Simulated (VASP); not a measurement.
The system is Zn6O.

```xyz
7
Lattice="2.9000 0.0000 0.0000 -1.4500 2.5115 0.0000 0.0000 0.0000 12.7000" Properties=species:S:1:pos:R:3 pbc="T T T"
Zn    0.0000    1.6743    2.9464
Zn    0.0000    0.0000    0.0000
Zn    0.0000    0.0000    4.9022
Zn    0.0000    1.6743    6.8453
Zn    0.0000    0.0000    8.8011
Zn    0.0000    1.6743   10.7442
O     0.0000    1.6743    1.0033
```

* Program: VASP 6.6.1
* Task: relaxation of cell and atoms
* Functional: PBE
* Potentials or basis: VASP PAW PBE potentials, release 64 (Zn, O)
* Cutoff: 600 eV
* k mesh: 6 × 6 × 2
* Occupations: gaussian, width 0.2 eV
* Spin: no spin polarisation

At the start: pressure 9.9 GPa; volume 13.21 Å³/atom.

Task: Where does the relaxation end?

Result: Over 13 steps the energy falls by 48.6 meV/atom and the volume is 14.79 Å³/atom (+11.9 %); space group P3m1 (No. 156, to 0.05 Å).

Step by step:
| step | energy change (eV) | largest force (eV/Å) | pressure (GPa) | volume (Å³) |
| --- | --- | --- | --- | --- |
| 1 | 0.0000 | 0.7014 | 9.88 | 92.50 |
| 2 | -0.2657 | 0.9932 | -1.61 | 103.84 |
| 3 | -0.2763 | 0.8793 | -0.09 | 101.79 |
| 4 | -0.3131 | 0.4050 | 0.06 | 102.48 |
| 5 | -0.3204 | 0.3094 | 0.25 | 103.01 |
| 6 | -0.3205 | 0.2784 | 0.17 | 102.96 |
| 7 | -0.3268 | 0.1347 | -0.09 | 103.34 |
| 8 | -0.3288 | 0.2422 | -0.18 | 103.64 |
| 9 | -0.3289 | 0.2842 | -0.24 | 103.77 |
| 10 | -0.3338 | 0.2071 | -0.28 | 103.76 |
| 11 | -0.3389 | 0.1033 | -0.13 | 103.74 |
| 12 | -0.3389 | 0.1060 | -0.14 | 103.75 |
| 13 | -0.3401 | 0.0509 | -0.07 | 103.50 |

Final structure:
```
Zn O
1.0
     3.02104    0.00000    0.00000
    -1.51052    2.61630    0.00000
     0.00000    0.00000   13.09532
Zn O
6 1
Direct
  0.33333 0.66667 0.23217
  0.00000 0.00000 0.01012
  0.00000 0.00000 0.38117
  0.33333 0.66667 0.53406
  0.00000 0.00000 0.68756
  0.33333 0.66667 0.84559
  0.33333 0.66667 0.08435
```

Caveat: the k points lie up to 0.40 Å⁻¹ apart in the final cell; the relaxation stopped at a loose force limit of 0.08 eV/Å, so its end isn't a converged minimum.
